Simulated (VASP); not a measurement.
# Si4N in VASP: notebook

Si4N is run at these levels: PBE+D3(BJ); tasks: single point.

Everything below comes from runs of VASP 6.6.1. Logs are shortened: lines on timing, memory, paths and dates and some standing lists are left out, and cuts for length are marked.

## Step 1: The cell of the first run

The cell holds a slab with vacuum, 5 atoms: a = 3.833 Å, b = 3.833 Å, c = 21.103 Å, α = 90.00°, β = 90.00°, γ = 90.00°.

## Step 2: Single point, PBE+D3(BJ), collinear spin, ferromagnetic start

Contents of INCAR:

```
SYSTEM = Si4N
  PREC = Accurate
  ENCUT = 520
  EDIFF = 1E-6
  ISMEAR = 0
  SIGMA = 0.05
  LREAL = .FALSE.
  LASPH = .TRUE.
  NELM = 150
  ALGO = Normal
  ISIF = 2
  LWAVE = .FALSE.
  LCHARG = .TRUE.
  ISPIN = 2
  MAGMOM = 0 0 0 0 3
  LORBIT = 11
  LDIPOL = .TRUE.
  IDIPOL = 3
  DIPOL = 0.5 0.5 0.327
  GGA = PE
  IVDW = 12
  LELF = .TRUE.
  LVHAR = .TRUE.
  LVACPOTAV = .TRUE.
  NBANDS = 22
```

Contents of KPOINTS:

```
regular mesh
0
G
  7 7 1
  0 0 0
```

Contents of POSCAR:

```
Si4N
1.0
    3.8333442755      0.0000000000      0.0000000000
    0.0000000000      3.8333442755      0.0000000000
    0.0000000000      0.0000000000     21.1034818114
Si N
4 1
Direct
    0.0000000000      0.5000000000      0.1895421825
    0.0000000000      0.0000000000      0.2537634269
    0.5000000000      0.0000000000      0.3207061922
    0.5000000000      0.5000000000      0.3839879070
    0.5000000000      0.7500000000      0.4882361074
```

Potentials or basis: VASP PAW PBE potentials, release 64 (Si, N).

Started as:

```sh
$ cat potpaw_PBE.64/Si/POTCAR potpaw_PBE.64/N/POTCAR > POTCAR
$ mpirun -np 1 vasp_std > vasp.out
```

OUTCAR:

```text
SYSTEM = Si4N
   PREC = Accurate
   ENCUT = 520
   EDIFF = 1E-6
   ISMEAR = 0
   LREAL = .FALSE.
   LASPH = .TRUE.
   NELM = 150
   ISIF = 2
   ISPIN = 2
   LORBIT = 11
   GGA = PE
   IVDW = 12
 IVDW          = 12

 ion  position               nearest neighbor table
   1  0.000  0.500  0.190-   2 2.35   2 2.35
   2  0.000  0.000  0.254-   1 2.35   1 2.35   3 2.38   3 2.38
   3  0.500  0.000  0.321-   4 2.34   4 2.34   2 2.38   2 2.38
   4  0.500  0.500  0.384-   3 2.34   3 2.34   5 2.40
   5  0.500  0.750  0.488-   4 2.40

  LATTYP: Found a simple tetragonal cell.
 ALAT       =     3.8333442755
 C/A-ratio  =     5.5052404101

  Lattice vectors:

 A1 = (   3.8333442755,   0.0000000000,   0.0000000000)
 A2 = (   0.0000000000,   3.8333442755,   0.0000000000)
 A3 = (   0.0000000000,   0.0000000000,  21.1034818114)

Analysis of symmetry for initial positions (statically):
=====================================================================
 Subroutine PRICEL returns:
 Original cell was already a primitive cell.

 Routine SETGRP: Setting up the symmetry group for a
 simple tetragonal supercell.

 Subroutine GETGRP returns: Found  2 space group operations
 (whereof  2 operations were pure point group operations)
 out of a pool of 16 trial point group operations.

The static configuration has the point symmetry C_1h.

Analysis of symmetry for dynamics (positions and initial velocities):
=====================================================================
 Subroutine PRICEL returns:
 Original cell was already a primitive cell.

 Routine SETGRP: Setting up the symmetry group for a
 simple tetragonal supercell.

 Subroutine GETGRP returns: Found  2 space group operations
 (whereof  2 operations were pure point group operations)
 out of a pool of 16 trial point group operations.

The dynamic configuration has the point symmetry C_1h.

Analysis of structural, dynamic, and magnetic symmetry:
=====================================================================
 Subroutine PRICEL returns:
 Original cell was already a primitive cell.

 Routine SETGRP: Setting up the symmetry group for a
 simple tetragonal supercell.

 Subroutine GETGRP returns: Found  2 space group operations
 (whereof  2 operations were pure point group operations)
 out of a pool of 16 trial point group operations.

The overall configuration has the point symmetry C_1h.

 Subroutine INISYM returns: Found  2 space group operations
 (whereof  2 operations are pure point group operations),
 and found     1 'primitive' translations

----------------------------------------------------------------------------------------

                                     Primitive cell

  volume of cell :     310.1057

  direct lattice vectors                    reciprocal lattice vectors
     3.833344276  0.000000000  0.000000000     0.260868821  0.000000000  0.000000000
     0.000000000  3.833344276  0.000000000     0.000000000  0.260868821  0.000000000
     0.000000000  0.000000000 21.103481811     0.000000000  0.000000000  0.047385546

  length of vectors
     3.833344276  3.833344276 21.103481811     0.260868821  0.260868821  0.047385546

  position of ions in fractional coordinates (direct lattice)
     0.000000000  0.500000000  0.189542182
     0.000000000  0.000000000  0.253763427
     0.500000000  0.000000000  0.320706192
     0.500000000  0.500000000  0.383987907
     0.500000000  0.750000000  0.488236107

  ion indices of the primitive-cell ions
   primitive index   ion index
                 1           1
                 2           2
                 3           3
                 4           4
                 5           5

----------------------------------------------------------------------------------------

 KPOINTS: regular mesh

Automatic generation of k-mesh.
 Grid dimensions read from file:
 generate k-points for:    7    7    1

 Generating k-lattice:
[... 21 lines left out ...]
  0.000000  0.142857  0.000000      2.000000
  0.285714  0.000000  0.000000      2.000000
  0.000000  0.285714  0.000000      2.000000
  0.428571  0.000000  0.000000      2.000000
[... 8 lines left out ...]
 -0.285714  0.428571  0.000000      4.000000
  0.428571  0.428571  0.000000      4.000000
   k-points           NKPTS =     16   k-points in BZ     NKDIM =     16   number of bands    NBANDS=     22
   number of dos      NEDOS =    301   number of ions     NIONS =      5
   total plane-waves  NPLWV = 144000
   dimension x,y,z NGX =    30 NGY =   30 NGZ =  160
   dimension x,y,z NGXF=    60 NGYF=   60 NGZF=  320
   ions per type =               4   1
   NGX,Y,Z   is equivalent  to a cutoff of  13.01, 13.01, 12.60 a.u.
   NGXF,Y,Z  is equivalent  to a cutoff of  26.02, 26.02, 25.21 a.u.
 SYSTEM =  Si4N
   PREC   = accura    normal or accurate (medium, high low for compatibility)
   ISTART =      0    job   : 0-new  1-cont  2-samecut
   ICHARG =      2    charge: 1-file 2-atom 10-const
   ISPIN  =      2    spin polarized calculation?
   LNONCOLLINEAR =      F non collinear calculations
   LSORBIT =      F    spin-orbit coupling
   LASPH  =      T    aspherical Exc in radial PAW
   ENCUT  =  520.0 eV  38.22 Ry    6.18 a.u.   7.13  7.13 39.24*2*pi/ulx,y,z
   NELM   =    150;   NELMIN=  2; NELMDL= -5     # of ELM steps
   EDIFF  = 0.1E-05   stopping-criterion for ELM
   LREAL  =      F    real-space projection
   EDIFFG = 0.1E-04   stopping-criterion for IOM
   NSW    =      0    number of steps for IOM
   IBRION =     -1    ionic relax: 0-MD 1-quasi-New 2-CG
   NFREE  =      0    steps in history (QN), initial steepest desc. (CG)
   ISIF   =      2    stress and relaxation
   ISYM   =      2    0-nonsym 1-usesym 2-fastsym
   POTIM  = 0.5000    time-step for ionic-motion
   TEBEG  =    0.0;   TEEND  =   0.0 temperature during run
   PSTRESS=    0.0 pullay stress
   NELECT =      21.0000    total number of electrons
   NUPDOWN=      -1.0000    fix difference up-down
   EMIN   =  10.00;   EMAX   =-10.00  energy-range for DOS
   EFERMI =   0.00;   METHOD = LEGACY
   ISMEAR =     0;   SIGMA  =   0.05  broadening in eV -4-tet -1-fermi 0-gaus
   EFERMI_NEDOS =   21; number of points for ismear=-14 and -15
   IALGO  =     38    algorithm
   IMIX   =      4    mixing-type and parameters
     AMIX     =   0.40;   BMIX     =  1.00
     AMIX_MAG =   1.60;   BMIX_MAG =  1.00
  volume/ion in A,a.u.               =      62.02       418.54
  Fermi-wavevector in a.u.,A,eV,Ry     =   0.667285  1.260986  6.058256  0.445269
  Thomas-Fermi vector in A             =   1.741845
   LORBIT       =     11    0 simple, 1 ext, 2 COOP (PROOUT), +10 PAW based schemes
   GGA     = PE    functional components
   LHFCALC =     F    Hartree Fock is set to
   AEXX    =    0.0000 exact exchange contribution
   IVDW    =    12    specifies the selected vdW correction
   LEPSILON=     F    determine dielectric tensor
   LRPA    =     F    only Hartree local field effects (RPA)
 spin polarized calculation
 Gauss-broadening in eV      SIGMA  =   0.05
  energy-cutoff  :      520.00
  volume of cell :      310.11
 maximum number of plane-waves:      8388
 NGX is ok and might be reduce to    30
   NGX = 15   NGY = 15   NGZ = 79

 dipolmoment           0.000000      0.000000     -0.034601 electrons x Angstroem

 number of electron      21.0000000 magnetization       1.7760882

 dipolmoment           0.000000      0.000000      0.080563 electrons x Angstroem

 Free energy of the ion-electron system (eV)
  ---------------------------------------------------
  ext. energy  EPLUGINS =         0.00000000
  ---------------------------------------------------
  free energy    TOTEN  =       -22.26927622 eV

  energy without entropy =      -22.26707764  energy(sigma->0) =      -22.26817693

 E-fermi :  -2.6010     XC(G=0):  -3.7768

 val. band max:       -2.6315571124   @ k =   0.4286   0.2857   0.0000
 cond. band min:      -2.5915012564   @ k =  -0.2857   0.4286   0.0000
 fundamental gap:      0.0400558560
 Fermi energy:        -2.6009920673

 spin component 1

 k-point     1 :       0.0000    0.0000    0.0000
  band No.  band energies     occupation
      1     -16.3278      1.00000
      2     -13.5403      1.00000
      3     -11.3562      1.00000
      4      -8.0641      1.00000
      5      -5.2562      1.00000
      6      -4.6630      1.00000
[... 389 lines left out ...]
     21       5.2905      0.00000
     22       6.0789      0.00000
 Fermi energy:        -2.6009920673

 spin component 2

 k-point     1 :       0.0000    0.0000    0.0000
  band No.  band energies     occupation
      1     -13.7676      1.00000
      2     -13.1643      1.00000
      3     -11.3381      1.00000
      4      -8.0707      1.00000
      5      -4.7613      1.00000
      6      -4.5866      1.00000
[... 389 lines left out ...]
     21       5.3301      0.00000
     22       6.1358      0.00000

------------------------ aborting loop because EDIFF is reached ----------------------------------------

 Edisp (eV)   -1.01672

 E8    (eV) :    -0.4301

  FORCE on cell =-STRESS in cart. coord.  units (eV):
  Direction    XX          YY          ZZ          XY          YZ          ZX
  --------------------------------------------------------------------------------------
  -------------------------------------------------------------------------------------
  Total      -4.47711    -1.53079    -5.76591     0.00000    -2.53635     0.00000
  in kB     -23.13121    -7.90893   -29.78989     0.00000   -13.10420     0.00000
  external pressure =      -20.28 kB  Pullay stress =        0.00 kB

 VOLUME and BASIS-vectors are now :
 -----------------------------------------------------------------------------
  energy-cutoff  :      520.00
  volume of cell :      310.11
      direct lattice vectors                 reciprocal lattice vectors
     3.833344276  0.000000000  0.000000000     0.260868821  0.000000000  0.000000000
     0.000000000  3.833344276  0.000000000     0.000000000  0.260868821  0.000000000
     0.000000000  0.000000000 21.103481811     0.000000000  0.000000000  0.047385546

 POSITION                                       TOTAL-FORCE (eV/Angst)
 -----------------------------------------------------------------------------------
      0.00000      1.91667      4.00000         0.000000      0.054723     -0.057945
      0.00000      0.00000      5.35529         0.000000      0.104224      0.224849
      1.91667      0.00000      6.76802         0.000000     -0.313393      0.231321
      1.91667      1.91667      8.10348         0.000000      1.265729      1.896829
      1.91667      2.87501     10.30348         0.000000     -1.111282     -2.295054
 -----------------------------------------------------------------------------------
    total drift:                                0.000000      0.000067      0.000130

  FREE ENERGIE OF THE ION-ELECTRON SYSTEM (eV)
  ---------------------------------------------------
  free  energy   TOTEN  =       -23.2859941531 eV

  energy  without entropy=      -23.2837955710  energy(sigma->0) =      -23.28489486

 vacuum level on the upper side and lower side of the slab         3.846         2.854

 total charge

# of ion       s       p       d       tot
------------------------------------------
    1        0.861   0.724   0.000   1.585
    2        0.772   0.896   0.000   1.669
    3        0.768   0.896   0.000   1.664
    4        0.811   0.741   0.000   1.552
    5        1.361   1.924   0.000   3.286
--------------------------------------------------
tot          4.574   5.182   0.000   9.755

 magnetization (x)

# of ion       s       p       d       tot
------------------------------------------
    1       -0.002  -0.011   0.000  -0.013
    2        0.000  -0.010   0.000  -0.009
    3        0.002  -0.000   0.000   0.002
    4       -0.014  -0.099   0.000  -0.113
    5        0.028   1.369   0.000   1.396
--------------------------------------------------
tot          0.014   1.249   0.000   1.263
```

Wall time 14 min (1 thread of Intel Xeon 8259CL, shared host); peak memory 0.57 GiB.

Results:

| Property | Result |
| --- | --- |
| Free energy | -23.2860 eV |
| Largest force | 2.550 eV/Å |
| Net moment | 1.78 μB per cell |
| Site moments | Si -0.01, +0.00, -0.11 (each value once); N +1.40 μB |
| Valence electrons inside the program's atomic spheres | Si 1.58, 1.67, 1.66, 1.55; N 3.29 |
| Dispersion energy per atom | -0.203 eV |

Forces on the atoms (eV/Å):
```
Si   0.000  0.055 -0.058
Si   0.000  0.104  0.225
Si   0.000 -0.313  0.231
Si   0.000  1.266  1.897
N    0.000 -1.111 -2.295
```

## Step 3: Single point, PBE+D3(BJ), collinear spin, ferromagnetic start

Contents of INCAR:

```
PREC = Accurate
ENCUT = 520
EDIFF = 1E-6
ISMEAR = 0
SIGMA = 0.05
LREAL = False
LASPH = True
NELM = 150
ALGO = Normal
ISIF = 2
LWAVE = False
LCHARG = True
ISPIN = 2
MAGMOM = 0 0 0 0 3
LORBIT = 11
LDIPOL = True
IDIPOL = 3
DIPOL = 0.5 0.5 0.327
GGA = PE
IVDW = 12
LELF = True
LVHAR = True
LVACPOTAV = True
NBANDS = 22
```

Contents of KPOINTS:

```
Automatic mesh
0
Gamma
  7 7 1
```

POSCAR: that of step 2 with these lines changed.

```diff
@@ -12,2 +12,2 @@
     0.5000000000      0.5000000000      0.3839879070
-    0.5000000000      0.7500000000      0.4882361074
+    0.7500000000      0.5000000000      0.4882361074
```

Potentials or basis: VASP PAW PBE potentials, release 64 (Si, N).

Started as:

```sh
$ cat potpaw_PBE.64/Si/POTCAR potpaw_PBE.64/N/POTCAR > POTCAR
$ mpirun -np 1 vasp_std > vasp.out
```

Wall time 13 min (1 thread of Intel Xeon 8259CL, shared host); peak memory 0.57 GiB.

It converged, with:

```yaml
Free_energy: -23.4178 eV
Largest_force: 2.644 eV/Å
Net_moment: 1.78 μB per cell
Site_moments: Si +0.00, -0.01, -0.11 (each value once); N +1.36 μB
Valence_electrons_inside_the_program's_atomic_spheres: Si 1.58, 1.67, 1.55 (each value once); N 3.29
Dispersion_energy_per_atom: -0.203 eV
```

Forces in eV/Å, atoms in the order of the input:
```
Si  -0.052  0.000 -0.069
Si   0.119  0.000  0.238
Si  -0.069  0.000  0.251
Si   0.884  0.000  2.073
N   -0.882  0.000 -2.492
```

Levels at points of the mesh, in eV from the Fermi level:
Spin up:
```tsv
k point	band 9	band 10	band 11	band 12	band 13	band 14
(0.00, 0.00, 0.00)	-1.79	-0.67	-0.62	0.98	1.43	1.80
```
Spin down:
```
           k point  band 7  band 8  band 9  band 10  band 11  band 12
(0.00, 0.00, 0.00)   -1.83   -0.72   -0.26     0.91     1.33     1.55
```
